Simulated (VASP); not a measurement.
# BP (F-43m) in VASP: further runs

The runs below take BP through single point, relaxation of cell and atoms, with LDA.

Program: VASP 6.6.1. These are calculated values, not measurements. Logs are shortened: lines on timing, memory, paths and dates and some standing lists are left out, and cuts for length are marked.

**1. The cell of the first run**

The structure is cubic, space group F-43m (No. 216). Conventional cell: a = 4.414 Å, b = 4.414 Å, c = 4.414 Å, α = 90.00°, β = 90.00°, γ = 90.00°. Within 2.5 Å of B (site symmetry -43m) lie 4 P at 1.91 Å. Within 2.5 Å of P (site symmetry -43m) lie 4 B at 1.91 Å.

**2. Single point, LDA**

INCAR reads:

```
SYSTEM = BP
  PREC = Accurate
  ENCUT = 500
  EDIFF = 1E-6
  ISMEAR = 0
  SIGMA = 0.01
  LREAL = .FALSE.
  LASPH = .TRUE.
  NELM = 120
  ALGO = Normal
  ISIF = 2
  LWAVE = .FALSE.
  LCHARG = .FALSE.
  NBANDS = 11
  GGA_COMPAT = .FALSE.
```

KPOINTS reads:

```
regular mesh
0
G
  8 8 8
  0 0 0
```

POSCAR reads:

```
BP
1.0
    0.0000000000      2.2070904209      2.2070904209
    2.2070904209      0.0000000000      2.2070904209
    2.2070904209      2.2070904209      0.0000000000
B P
1 1
Direct
    0.0000000000      0.0000000000      0.0000000000
    0.2500000000      0.2500000000      0.2500000000
```

Potentials or basis: VASP PAW LDA potentials, release 64 (B, P).

The run is started by

```bash
cat potpaw_LDA.64/B/POTCAR potpaw_LDA.64/P/POTCAR > POTCAR
mpirun -np 1 vasp_std > vasp.out
```

OUTCAR:

```text
SYSTEM = BP
   PREC = Accurate
   ENCUT = 500
   EDIFF = 1E-6
   ISMEAR = 0
   LREAL = .FALSE.
   LASPH = .TRUE.
   NELM = 120
   ISIF = 2

 ion  position               nearest neighbor table
   1  0.000  0.000  0.000-   2 1.91   2 1.91   2 1.91   2 1.91
   2  0.250  0.250  0.250-   1 1.91   1 1.91   1 1.91   1 1.91

  LATTYP: Found a face centered cubic cell.
 ALAT       =     4.4141808418

  Lattice vectors:

 A1 = (   0.0000000000,   2.2070904209,   2.2070904209)
 A2 = (   2.2070904209,   0.0000000000,   2.2070904209)
 A3 = (   2.2070904209,   2.2070904209,   0.0000000000)

Analysis of symmetry for initial positions (statically):
=====================================================================
 Subroutine PRICEL returns:
 Original cell was already a primitive cell.

 Routine SETGRP: Setting up the symmetry group for a
 face centered cubic supercell.

 Subroutine GETGRP returns: Found 24 space group operations
 (whereof 24 operations were pure point group operations)
 out of a pool of 48 trial point group operations.

The static configuration has the point symmetry T_d .

Analysis of symmetry for dynamics (positions and initial velocities):
=====================================================================
 Subroutine PRICEL returns:
 Original cell was already a primitive cell.

 Routine SETGRP: Setting up the symmetry group for a
 face centered cubic supercell.

 Subroutine GETGRP returns: Found 24 space group operations
 (whereof 24 operations were pure point group operations)
 out of a pool of 48 trial point group operations.

The dynamic configuration has the point symmetry T_d .

 Subroutine INISYM returns: Found 24 space group operations
 (whereof 24 operations are pure point group operations),
 and found     1 'primitive' translations

----------------------------------------------------------------------------------------

                                     Primitive cell

  volume of cell :      21.5026

  direct lattice vectors                    reciprocal lattice vectors
     0.000000000  2.207090421  2.207090421    -0.226542599  0.226542599  0.226542599
     2.207090421  0.000000000  2.207090421     0.226542599 -0.226542599  0.226542599
     2.207090421  2.207090421  0.000000000     0.226542599  0.226542599 -0.226542599

  length of vectors
     3.121297207  3.121297207  3.121297207     0.392383291  0.392383291  0.392383291

  position of ions in fractional coordinates (direct lattice)
     0.000000000  0.000000000  0.000000000
     0.250000000  0.250000000  0.250000000

  ion indices of the primitive-cell ions
   primitive index   ion index
                 1           1
                 2           2

----------------------------------------------------------------------------------------

 KPOINTS: regular mesh

Automatic generation of k-mesh.
 Grid dimensions read from file:
 generate k-points for:    8    8    8

 Generating k-lattice:

  Cartesian coordinates                     Fractional coordinates (reciprocal lattice)
    -0.028317825  0.028317825  0.028317825     0.125000000  0.000000000  0.000000000
     0.028317825 -0.028317825  0.028317825     0.000000000  0.125000000  0.000000000
     0.028317825  0.028317825 -0.028317825     0.000000000  0.000000000  0.125000000

  Length of vectors
     0.049047911  0.049047911  0.049047911

  Shift w.r.t. Gamma in fractional coordinates (k-lattice)
     0.000000000  0.000000000  0.000000000

 Subroutine IBZKPT returns following result:
 ===========================================

 Found     29 irreducible k-points:

 Following reciprocal coordinates:
            Coordinates               Weight
  0.000000  0.000000  0.000000      1.000000
  0.125000  0.000000  0.000000      8.000000
  0.250000  0.000000  0.000000      8.000000
  0.375000  0.000000  0.000000      8.000000
  0.500000  0.000000  0.000000      4.000000
  0.125000  0.125000  0.000000      6.000000
[... 16 lines left out ...]
  0.500000  0.250000  0.125000     48.000000
 -0.375000  0.250000  0.125000     24.000000
 [... further k-points ...]
   k-points           NKPTS =     29   k-points in BZ     NKDIM =     29   number of bands    NBANDS=     11
   number of dos      NEDOS =    301   number of ions     NIONS =      2
   total plane-waves  NPLWV =  13824
   dimension x,y,z NGX =    24 NGY =   24 NGZ =   24
   dimension x,y,z NGXF=    48 NGYF=   48 NGZF=   48
   ions per type =               1   1
   NGX,Y,Z   is equivalent  to a cutoff of  12.78, 12.78, 12.78 a.u.
   NGXF,Y,Z  is equivalent  to a cutoff of  25.57, 25.57, 25.57 a.u.
 SYSTEM =  BP
   PREC   = accura    normal or accurate (medium, high low for compatibility)
   ISTART =      0    job   : 0-new  1-cont  2-samecut
   ICHARG =      2    charge: 1-file 2-atom 10-const
   ISPIN  =      1    spin polarized calculation?
   LNONCOLLINEAR =      F non collinear calculations
   LSORBIT =      F    spin-orbit coupling
   LASPH  =      T    aspherical Exc in radial PAW
   ENCUT  =  500.0 eV  36.75 Ry    6.06 a.u.   5.69  5.69  5.69*2*pi/ulx,y,z
   NELM   =    120;   NELMIN=  2; NELMDL= -5     # of ELM steps
   EDIFF  = 0.1E-05   stopping-criterion for ELM
   LREAL  =      F    real-space projection
   EDIFFG = 0.1E-04   stopping-criterion for IOM
   NSW    =      0    number of steps for IOM
   IBRION =     -1    ionic relax: 0-MD 1-quasi-New 2-CG
   NFREE  =      0    steps in history (QN), initial steepest desc. (CG)
   ISIF   =      2    stress and relaxation
   ISYM   =      2    0-nonsym 1-usesym 2-fastsym
   POTIM  = 0.5000    time-step for ionic-motion
   TEBEG  =    0.0;   TEEND  =   0.0 temperature during run
   PSTRESS=    0.0 pullay stress
   NELECT =       8.0000    total number of electrons
   NUPDOWN=      -1.0000    fix difference up-down
   EMIN   =  10.00;   EMAX   =-10.00  energy-range for DOS
   EFERMI =   0.00;   METHOD = LEGACY
   ISMEAR =     0;   SIGMA  =   0.01  broadening in eV -4-tet -1-fermi 0-gaus
   EFERMI_NEDOS =   21; number of points for ismear=-14 and -15
   IALGO  =     38    algorithm
   IMIX   =      4    mixing-type and parameters
     AMIX     =   0.40;   BMIX     =  1.00
     AMIX_MAG =   1.60;   BMIX_MAG =  1.00
  volume/ion in A,a.u.               =      10.75        72.55
  Fermi-wavevector in a.u.,A,eV,Ry     =   1.177447  2.225052 18.862865  1.386381
  Thomas-Fermi vector in A             =   2.313793
   LORBIT       =      0    0 simple, 1 ext, 2 COOP (PROOUT), +10 PAW based schemes
   GGA     = CA    functional components
   LHFCALC =     F    Hartree Fock is set to
   AEXX    =    0.0000 exact exchange contribution
   IVDW    =     0    specifies the selected vdW correction
   LEPSILON=     F    determine dielectric tensor
   LRPA    =     F    only Hartree local field effects (RPA)
 non-spin polarized calculation
 Gauss-broadening in eV      SIGMA  =   0.01
  energy-cutoff  :      500.00
  volume of cell :       21.50
 maximum number of plane-waves:       568
   NGX = 11   NGY = 11   NGZ = 11

 number of electron       8.0000000 magnetization

 Free energy of the ion-electron system (eV)
  ---------------------------------------------------
  ext. energy  EPLUGINS =         0.00000000
  ---------------------------------------------------
  free energy    TOTEN  =       -14.36354079 eV

  energy without entropy =      -14.36354079  energy(sigma->0) =      -14.36354079

 E-fermi :   8.4762     XC(G=0): -11.4336

 val. band max:        8.4247123594   @ k =   0.0000   0.0000   0.0000
 cond. band min:       9.5554464476   @ k =   0.3750   0.3750   0.0000
 fundamental gap:      1.1307340882
 Fermi energy:         8.4761606387

 k-point     1 :       0.0000    0.0000    0.0000
  band No.  band energies     occupation
      1      -7.7150      2.00000
      2       8.4247      2.00000
      3       8.4247      2.00000
      4       8.4247      2.00000
      5      11.9454      0.00000
      6      11.9454      0.00000
      7      11.9454      0.00000
      8      17.0901      0.00000
      9      20.2935      0.00000
     10      20.8580      0.00000
     11      20.8580      0.00000

 k-point     2 :       0.1250    0.0000    0.0000
  band No.  band energies     occupation
      1      -7.4148      2.00000
      2       6.4960      2.00000
      3       7.9695      2.00000
      4       7.9695      2.00000
      5      12.5750      0.00000
      6      12.5750      0.00000
      7      12.5845      0.00000
      8      17.7017      0.00000
      9      19.8390      0.00000
     10      19.8390      0.00000
     11      21.1889      0.00000

 k-point     3 :       0.2500    0.0000    0.0000
  band No.  band energies     occupation
      1      -6.5307      2.00000
      2       3.3495      2.00000
      3       7.2454      2.00000
      4       7.2454      2.00000
      5      12.8223      0.00000
      6      13.3439      0.00000
      7      13.3439      0.00000
      8      18.6507      0.00000
      9      19.5753      0.00000
     10      19.5753      0.00000
     11      22.0195      0.00000

 k-point     4 :       0.3750    0.0000    0.0000
  band No.  band energies     occupation
      1      -5.1572      2.00000
      2       0.4411      2.00000
      3       6.7489      2.00000
      4       6.7489      2.00000
      5      12.7621      0.00000
      6      13.3119      0.00000
      7      13.3119      0.00000
      8      18.7712      0.00000
      9      21.4058      0.00000
     10      21.4058      0.00000
     11      22.9559      0.00000
[... 239 lines left out ...]
 k-point    22 :       0.3750    0.2500    0.1250
  band No.  band energies     occupation
      1      -5.7548      2.00000
      2       3.3760      2.00000
      3       4.3429      2.00000
      4       6.3424      2.00000
      5      11.9263      0.00000
      6      14.4690      0.00000
      7      15.0189      0.00000
      8      16.3350      0.00000
      9      20.5450      0.00000
     10      22.8304      0.00000
     11      24.9378      0.00000

 k-point    23 :       0.5000    0.2500    0.1250
  band No.  band energies     occupation
      1      -4.4119      2.00000
      2       1.0066      2.00000
      3       3.7226      2.00000
      4       5.4830      2.00000
      5      12.5178      0.00000
      6      14.1144      0.00000
      7      16.0858      0.00000
      8      17.1673      0.00000
      9      21.3396      0.00000
     10      22.3322      0.00000
     11      26.1480      0.00000

 k-point    24 :      -0.3750    0.2500    0.1250
  band No.  band energies     occupation
      1      -3.3506      2.00000
      2      -0.5159      2.00000
      3       3.6720      2.00000
      4       5.0652      2.00000
      5      12.5486      0.00000
      6      13.8960      0.00000
      7      17.2245      0.00000
      8      18.6405      0.00000
      9      19.2066      0.00000
     10      23.3451      0.00000
     11      25.7920      0.00000

 [... further k-points ...]

------------------------ aborting loop because EDIFF is reached ----------------------------------------

  FORCE on cell =-STRESS in cart. coord.  units (eV):
  Direction    XX          YY          ZZ          XY          YZ          ZX
  --------------------------------------------------------------------------------------
  -------------------------------------------------------------------------------------
  Total        1.3177938      1.3177938      1.3177938      0.0000000      0.0000000      0.0000000
  in kB       98.1900951     98.1900951     98.1900951      0.0000000      0.0000000      0.0000000
  external PRESSURE =      98.1900951 kB  Pullay stress =       0.0000000 kB

 VOLUME and BASIS-vectors are now :
 -----------------------------------------------------------------------------
  energy-cutoff  :      500.00
  volume of cell :       21.50
      direct lattice vectors                 reciprocal lattice vectors
     0.000000000  2.207090421  2.207090421    -0.226542599  0.226542599  0.226542599
     2.207090421  0.000000000  2.207090421     0.226542599 -0.226542599  0.226542599
     2.207090421  2.207090421  0.000000000     0.226542599  0.226542599 -0.226542599

 POSITION                                       TOTAL-FORCE (eV/Angst)
 -----------------------------------------------------------------------------------
      0.00000      0.00000      0.00000         0.000000     -0.000000     -0.000000
      1.10355      1.10355      1.10355        -0.000000      0.000000      0.000000
 -----------------------------------------------------------------------------------
    total drift:                                0.000000      0.000000      0.000000

  FREE ENERGIE OF THE ION-ELECTRON SYSTEM (eV)
  ---------------------------------------------------
  free  energy   TOTEN  =       -14.3635407870 eV

  energy  without entropy=      -14.3635407870  energy(sigma->0) =      -14.36354079
```

Wall time 5.7 s (1 thread of Intel Xeon Platinum 8259CL at 2.50GHz (Skylake/Cascade Lake), shared host); peak memory 0.12 GiB.

Results:

```yaml
Free_energy: -14.3635 eV
Pressure: 9.8 GPa
Band_gap_on_the_k_mesh: 1.13 eV, indirect (least direct gap 3.52 eV)
```

A k mesh can miss the band edges.

(Part 1 of 2 ends here.)
